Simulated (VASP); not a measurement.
# Mg4Be5Zn3S12 (P1) in VASP: a series of runs, part 2 of 2

VASP 6.6.1. The steps go on from the part before.

## 5. Single point, PBE

INCAR

```
SYSTEM = Mg4Be5Zn3S12
  PREC = Accurate
  ENCUT = 520
  EDIFF = 1E-7
  ISMEAR = 0
  SIGMA = 0.1
  LREAL = Auto
  LASPH = .TRUE.
  NELM = 60
  ALGO = Normal
  ISIF = 2
  LWAVE = .FALSE.
  LCHARG = .FALSE.
  GGA = PE
  ISYM = 0
  NBANDS = 81
```

KPOINTS

```
Automatic mesh
0
G
  3 2 2
  0 0 0
```

POSCAR

```
Mg4Be5Zn3S12
1.0
    5.5384042105      3.1940044589     -0.0374152937
   -0.0709775400      6.4409560187      6.0970182960
    5.5836377221     -3.3423408046      6.1615900504
Be Mg S Zn
5 4 12 3
Direct
    0.1823942561      0.8293621944      0.1529001950
    0.6712025642      0.9969161969      0.0043333944
    0.0629333038      0.5996852262      0.9299361584
    0.5741432490      0.4322593584      0.0777617831
    0.5792536853      0.7468803695      0.7728937316
    0.1636290418      0.1626303715      0.8488372449
    0.1611920363      0.5074671811      0.4974779023
    0.6498732316      0.3427569872      0.6807383871
    0.0841284434      0.9089697673      0.5869200209
    0.9476101067      0.3892566751      0.0198740316
    0.9499739046      0.6774462709      0.7221885345
    0.0133894995      0.0033583350      0.3267432036
    0.4433613196      0.5438483663      0.8764566616
    0.5049288805      0.8379215087      0.5432259455
    0.5039775350      0.1947528289      0.1624733080
    0.8863827391      0.4322048742      0.4277232645
    0.9074676768      0.7866229955      0.0941004047
    0.8679250919      0.0931794104      0.7939858497
    0.3921265623      0.6136483054      0.2472792174
    0.4196101883      0.9192438685      0.9524735043
    0.3940552051      0.2588115490      0.5964640299
    0.6715715626      0.6733434169      0.3237695683
    0.0938037571      0.2504580961      0.2330949206
    0.6015760876      0.0749037071      0.4026354982
```

Potentials or basis: VASP PAW PBE potentials, release 64 (Be, Mg, S, Zn).

Run with:

```sh
$ cat potpaw_PBE.64/Be/POTCAR potpaw_PBE.64/Mg/POTCAR potpaw_PBE.64/S/POTCAR potpaw_PBE.64/Zn/POTCAR > POTCAR
$ mpirun -np 1 vasp_std > vasp.out
```

OUTCAR:

```text
SYSTEM = Mg4Be5Zn3S12
   PREC = Accurate
   ENCUT = 520
   EDIFF = 1E-7
   ISMEAR = 0
   LREAL = Auto
   LASPH = .TRUE.
   NELM = 60
   ISIF = 2
   GGA = PE
   ISYM = 0

 ion  position               nearest neighbor table
   1  0.182  0.829  0.153-  19 2.13  20 2.13  12 2.14  17 2.17
   2  0.671  0.997  0.004-  18 2.08  17 2.16  20 2.17  15 2.20
   3  0.063  0.600  0.930-  11 2.13  10 2.15  17 2.16  13 2.20
   4  0.574  0.432  0.078-  19 2.16  10 2.17  13 2.17  15 2.24
   5  0.579  0.747  0.773-  11 2.13  20 2.17  13 2.18  14 2.21
   6  0.164  0.163  0.849-  18 2.40  21 2.41  20 2.45  10 2.47
   7  0.161  0.507  0.497-  16 2.38  21 2.39  19 2.43  11 2.45   9 3.63
   8  0.650  0.343  0.681-  21 2.40  16 2.41  18 2.41  13 2.44
   9  0.084  0.909  0.587-  18 2.42  11 2.44  14 2.44  12 2.46   7 3.63
  10  0.948  0.389  0.020-   3 2.15   4 2.17  23 2.36   6 2.47
  11  0.950  0.677  0.722-   5 2.13   3 2.13   9 2.44   7 2.45
  12  0.013  0.003  0.327-   1 2.14  23 2.35  24 2.35   9 2.46
  13  0.443  0.544  0.876-   4 2.17   5 2.18   3 2.20   8 2.44
  14  0.505  0.838  0.543-   5 2.21  22 2.39  24 2.39   9 2.44
  15  0.504  0.195  0.162-   2 2.20   4 2.24  23 2.36  24 2.39
  16  0.886  0.432  0.428-  22 2.32  23 2.32   7 2.38   8 2.41
  17  0.907  0.787  0.094-   3 2.16   2 2.16   1 2.17  22 2.37
  18  0.868  0.093  0.794-   2 2.08   6 2.40   8 2.41   9 2.42
  19  0.392  0.614  0.247-   1 2.13   4 2.16  22 2.37   7 2.43
  20  0.420  0.919  0.952-   1 2.13   5 2.17   2 2.17   6 2.45
  21  0.394  0.259  0.596-  24 2.33   7 2.39   8 2.40   6 2.41
  22  0.672  0.673  0.324-  16 2.32  17 2.37  19 2.37  14 2.39
  23  0.094  0.250  0.233-  16 2.32  12 2.35  10 2.36  15 2.36
  24  0.602  0.075  0.403-  21 2.33  12 2.35  14 2.39  15 2.39

IMPORTANT INFORMATION: All symmetrisations will be switched off!
NOSYMM: (Re-)initialisation of all symmetry stuff for point group C_1.

----------------------------------------------------------------------------------------

                                     Primitive cell

  volume of cell :     444.1322
[... 141 lines left out ...]
   GGA     = PE    functional components
   LHFCALC =     F    Hartree Fock is set to
   AEXX    =    0.0000 exact exchange contribution
   IVDW    =     0    specifies the selected vdW correction
   LEPSILON=     F    determine dielectric tensor
   LRPA    =     F    only Hartree local field effects (RPA)
 non-spin polarized calculation
 Gauss-broadening in eV      SIGMA  =   0.10
  energy-cutoff  :      520.00
  volume of cell :      444.13
 maximum number of plane-waves:     11976
 NGX is ok and might be reduce to    48
   NGX = 23   NGY = 33   NGZ = 33

 number of electron     126.0000005 magnetization

 Free energy of the ion-electron system (eV)
  ---------------------------------------------------
  ext. energy  EPLUGINS =         0.00000000
  ---------------------------------------------------
  free energy    TOTEN  =      -103.18688087 eV

  energy without entropy =     -103.18688087  energy(sigma->0) =     -103.18688087

 E-fermi :   2.8746     XC(G=0):  -9.1731

 val. band max:        2.4361042697   @ k =   0.0000   0.0000   0.0000
 cond. band min:       5.8129622781   @ k =   0.0000   0.0000   0.0000
 fundamental gap:      3.3768580085
 Fermi energy:         2.8745921624

 k-point     1 :       0.0000    0.0000    0.0000
  band No.  band energies     occupation
      1     -10.3004      2.00000
      2      -9.4398      2.00000
      3      -9.3795      2.00000
      4      -9.3203      2.00000
      5      -9.2888      2.00000
      6      -9.1230      2.00000
[... 613 lines left out ...]
     74       7.8116      0.00000
     75       8.0477      0.00000
 [bands above 75 left out]

------------------------ aborting loop because EDIFF is reached ----------------------------------------

  FORCE on cell =-STRESS in cart. coord.  units (eV):
  Direction    XX          YY          ZZ          XY          YZ          ZX
  --------------------------------------------------------------------------------------
  -------------------------------------------------------------------------------------
  Total       -0.0489412     -0.0082918     -0.0989311     -0.0200444      0.0054141      0.0080779
  in kB       -0.1765522     -0.0299123     -0.3568873     -0.0723089      0.0195310      0.0291404
  external PRESSURE =      -0.1877839 kB  Pullay stress =       0.0000000 kB

 VOLUME and BASIS-vectors are now :
 -----------------------------------------------------------------------------
  energy-cutoff  :      520.00
  volume of cell :      444.13
      direct lattice vectors                 reciprocal lattice vectors
     5.538404211  3.194004459 -0.037415294     0.135240918  0.077636518 -0.080441669
    -0.070977540  6.440956019  6.097018296    -0.044029891  0.077306467  0.081834642
     5.583637722 -3.342340805  6.161590050     0.044389699 -0.076024881  0.080830262

 POSITION                                       TOTAL-FORCE (eV/Angst)
 -----------------------------------------------------------------------------------
      1.80505      5.41341      5.99192        -0.010790     -0.006082      0.000237
      3.67083      8.55043      6.07980        -0.010177     -0.011276      0.001179
      5.49841      0.95539      9.38382         0.014636      0.009575     -0.001632
      3.58335      4.35807      3.09315         0.008987     -0.001242     -0.004777
      7.47069      4.07749      9.29432         0.003092      0.001210     -0.004212
      5.63430     -1.26698      6.21563        -0.002985      0.000871     -0.005805
[... 16 lines left out ...]
      1.80326      1.13372      2.95977         0.006236     -0.000731     -0.002228
      5.57463      1.05814      2.91506        -0.005361     -0.001175     -0.005318
 -----------------------------------------------------------------------------------
    total drift:                               -0.002185      0.008322      0.003895

  FREE ENERGIE OF THE ION-ELECTRON SYSTEM (eV)
  ---------------------------------------------------
  free  energy   TOTEN  =      -103.1868808729 eV

  energy  without entropy=     -103.1868808729  energy(sigma->0) =     -103.18688087
```

OSZICAR:

```text
N       E                     dE             d eps       ncg     rms          rms(c)
DAV:   1     0.910001940234E+03    0.91000E+03   -0.51643E+04  1296   0.146E+03
DAV:   2     0.353974697568E+02   -0.87460E+03   -0.81990E+03  1424   0.328E+02
DAV:   3    -0.101742982268E+03   -0.13714E+03   -0.13548E+03  1536   0.137E+02
[... 11 lines left out ...]
DAV:  15    -0.103186877051E+03   -0.13944E-05   -0.40456E-05  1744   0.633E-02    0.240E-02
DAV:  16    -0.103186880131E+03   -0.30807E-05   -0.84752E-06  1464   0.136E-02    0.147E-02
DAV:  17    -0.103186880424E+03   -0.29284E-06   -0.36856E-06  1856   0.864E-03    0.344E-03
DAV:  18    -0.103186880817E+03   -0.39280E-06   -0.14320E-06  1616   0.635E-03    0.550E-03
DAV:  19    -0.103186880873E+03   -0.55892E-07   -0.18742E-07  1104   0.295E-03
   1 F= -.10318688E+03 E0= -.10318688E+03  d E =-.210619E-10
```

Run time: 8.9 min. Hardware: 1 thread of Intel Xeon Platinum 8488C (Sapphire Rapids), shared host; peak memory 0.63 GiB.

What came out:

```yaml
Free_energy: -103.1869 eV
Pressure: 0.0 GPa
Largest_force: 0.030 eV/Å
Band_gap_on_the_k_mesh: 3.38 eV
```

Forces on the atoms (eV/Å):
```
Be  -0.011 -0.006  0.000
Be  -0.010 -0.011  0.001
Be   0.015  0.010 -0.002
Be   0.009 -0.001 -0.005
Be   0.003  0.001 -0.004
Mg  -0.003  0.001 -0.006
Mg   0.000 -0.003 -0.004
Mg  -0.004 -0.003 -0.005
Mg   0.005  0.004  0.000
S   -0.015 -0.004 -0.009
S   -0.009  0.012 -0.007
S    0.019 -0.007 -0.003
S   -0.011 -0.004 -0.002
S   -0.011 -0.012  0.013
S    0.002  0.007 -0.003
S    0.014 -0.007  0.015
S    0.015  0.007 -0.004
S    0.004  0.019 -0.004
S    0.001 -0.017 -0.003
S   -0.009  0.025  0.004
S    0.003 -0.005  0.029
Zn  -0.006 -0.002  0.005
Zn   0.006 -0.001 -0.002
Zn  -0.005 -0.001 -0.005
```

A k mesh can miss the band edges.

## 6. The runs side by side

| cell | k mesh | gap on the mesh (eV) | pressure (GPa) | largest force (eV/Å) |
| --- | --- | --- | --- | --- |
| a = 6.477, b = 8.903, c = 8.894 Å, angles 78.5, 68.7, 68.6°, 24 atoms, atomic positions A | 2 × 2 × 2, shifted | 3.93 | 0.0 | 0.03 |
| a = 6.394, b = 8.869, c = 8.962 Å, angles 78.6, 69.6, 69.4°, 24 atoms, atomic positions B | 2 × 2 × 2, shifted | 3.97 | 0.0 | 0.03 |
| a = 6.428, b = 8.906, c = 9.003 Å, angles 77.8, 68.6, 68.4°, 24 atoms, atomic positions C | 2 × 2 × 2, shifted | 3.75 | 0.0 | 0.03 |
| a = 6.394, b = 8.869, c = 8.962 Å, angles 78.6, 69.6, 69.4°, 24 atoms, atomic positions B | 3 × 2 × 2 | 3.38 | 0.0 | 0.03 |

Alike in all rows: task single point; level PBE; potentials or basis VASP PAW PBE potentials, release 64 (Be, Mg, S, Zn); no spin polarisation; cutoff (eV) 520; smearing gaussian 0.1 eV.

Caveats: some runs use coarse meshes; a shifted mesh leaves out Γ, where band edges can lie (at least some runs).

Total energies depend on the potentials used, so only differences within one code and one set of settings carry meaning.
